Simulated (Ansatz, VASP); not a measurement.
**One calculation of Bi2Se3, two programs**

```
CELL_PARAMETERS angstrom
2.07147 1.19597 9.49563
-2.07147 1.19597 9.49563
0.00000 -2.39193 9.49563
ATOMIC_POSITIONS crystal
Bi 0.40081 0.40081 0.40081
Bi 0.59919 0.59919 0.59919
Se 0.00000 0.00000 0.00000
Se 0.21062 0.21062 0.21062
Se 0.78938 0.78938 0.78938
```

Alike in both runs: functional PBE; dispersion D3(BJ); k mesh 12 × 12 × 12; occupations gaussian, width 0.01 eV; no spin polarisation.

Ansatz relaxed the structure, and its values are those at the end. VASP's run is a single point on that final structure, the one shown.

|  | VASP | Ansatz |
| --- | --- | --- |
| version | VASP 6.6.1 | Ansatz 0.2.0 |
| potentials or method | VASP PAW PBE potentials, release 64 (Bi_d, Se), cutoff 520 eV | scalar-relativistic, plane waves, PAW |
| valence electrons in the cell | 48 | 78 |

|  | VASP | Ansatz | Ansatz less VASP |
| --- | --- | --- | --- |
| gap on the k mesh at the Fermi level (eV) | 0.16 | 0.17 | +0.002 |
| least direct gap on the mesh (eV) | 0.16 | 0.17 | +0.002 |
| pressure (GPa) | 0.0 | 0.0 | -0.02 |
| rms of the force components (eV/Å) | 0.004 | 0.002 | -0.0024 |

VASP's potentials hold 48 valence electrons a cell and Ansatz's 78, so a difference there can come from the potentials and not from the codes.

Neither program's run includes spin-orbit coupling.
